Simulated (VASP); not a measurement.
Input of a VASP 6.6.1 run:

INCAR

```
SYSTEM = Ta3AsAu2O13
  ALGO = Normal
  EDIFF = 1E-6
  ENCUT = 520
  GGA = PE
  ISIF = 2
  ISMEAR = -1
  LASPH = .True.
  LCHARG = .False.
  LREAL = Auto
  LWAVE = .False.
  NBANDS = 84
  NELM = 80
  PREC = Accurate
  SIGMA = 0.05
```

Contents of KPOINTS:

```
k-points
0
Gamma
  4 4 2
  0 0 0
```

POSCAR

```
Ta3AsAu2O13
1.0
    5.4641918067      0.0000000000      0.0000000000
   -2.7320959034      4.7321289158      0.0000000000
    0.0000000000      0.0000000000      9.5670962931
Ta As Au O
3 1 2 13
Direct
    0.0000000000      0.0000000000      0.1948492271
    0.0000000000      0.0000000000      0.8051507729
    0.6666666667      0.3333333333      0.0000000000
    0.0000000000      0.0000000000      0.5000000000
    0.3333333333      0.6666666667      0.2696128263
    0.3333333333      0.6666666667      0.7303871737
    0.0000000000      0.0000000000      0.0000000000
    0.2319944470      0.9574447800      0.3637474574
    0.0425552200      0.2745496670      0.3637474574
    0.7254503330      0.7680055530      0.3637474574
    0.2319944470      0.9574447800      0.6362525426
    0.0425552200      0.2745496670      0.6362525426
    0.7254503330      0.7680055530      0.6362525426
    0.3844458153      0.3335476966      0.8586807604
    0.6664523034      0.0508981188      0.8586807604
    0.9491018812      0.6155541847      0.8586807604
    0.3844458153      0.3335476966      0.1413192396
    0.6664523034      0.0508981188      0.1413192396
    0.9491018812      0.6155541847      0.1413192396
```

Potentials or basis: VASP PAW PBE potentials, release 64 (Ta_pv, As, Au, O).

The run is started by

```console
$ cat potpaw_PBE.64/Ta_pv/POTCAR potpaw_PBE.64/As/POTCAR potpaw_PBE.64/Au/POTCAR potpaw_PBE.64/O/POTCAR > POTCAR
$ mpirun -np 1 vasp_std > vasp.out
```

(1) Estimate the pressure.

(2) Estimate the largest force.

(3) Estimate the band gap on the k mesh.

Answers

(1) 0.6 GPa.

(2) 0.095 eV/Å.

(3) zero (band 69 reaches 3.02 eV, above the bottom of band 70 at 2.93 eV).

Caveat: spin-orbit coupling is left out, which moves the levels of the heavy elements.
